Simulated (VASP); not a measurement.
Input of a VASP 6.6.1 run:

INCAR

```
SYSTEM = KCl2
ALGO = Normal ; EDIFF = 1E-6
ENCUT = 520 ; GGA = PE
ISIF = 2 ; ISMEAR = 0
LASPH = .TRUE. ; LCHARG = .FALSE.
LREAL = .FALSE. ; LWAVE = .FALSE.
NBANDS = 18 ; NELM = 100
PREC = Accurate ; SIGMA = 0.1
```

The input KPOINTS:

```
k-points
0
G
  4 4 4
  0 0 0
```

POSCAR

```
KCl2
1.0
    5.5065433900      0.0000000000      0.0000000000
    0.0000000000      5.5065433900      0.0000000000
    0.0000000000      0.0000000000      3.7994825500
K Cl
1 2
Direct
    0.5000000000      0.5000000000      0.0000000000
    0.0000000000      0.0000000000      0.2066074700
    0.0000000000      0.0000000000      0.7933925300
```

Potentials or basis: VASP PAW PBE potentials, release 64 (K_sv, Cl).

Run with:

```bash
$ cat potpaw_PBE.64/K_sv/POTCAR potpaw_PBE.64/Cl/POTCAR > POTCAR
$ mpirun -np 1 vasp_std > vasp.out
```

**Question.** Predict the largest force.

**Answer.** 19.888 eV/Å.

**Question.** Predict the pressure.

**Answer.** 22.4 GPa.

Forces in eV/Å, atoms in the order of the input:
```
K     0.000   0.000   0.000
Cl    0.000   0.000  19.888
Cl    0.000   0.000 -19.888
```

Caveat: the k points lie up to 0.41 Å⁻¹ apart; an odd number of electrons without spin polarisation forces a metal; a magnetic or distorted state may lie lower.
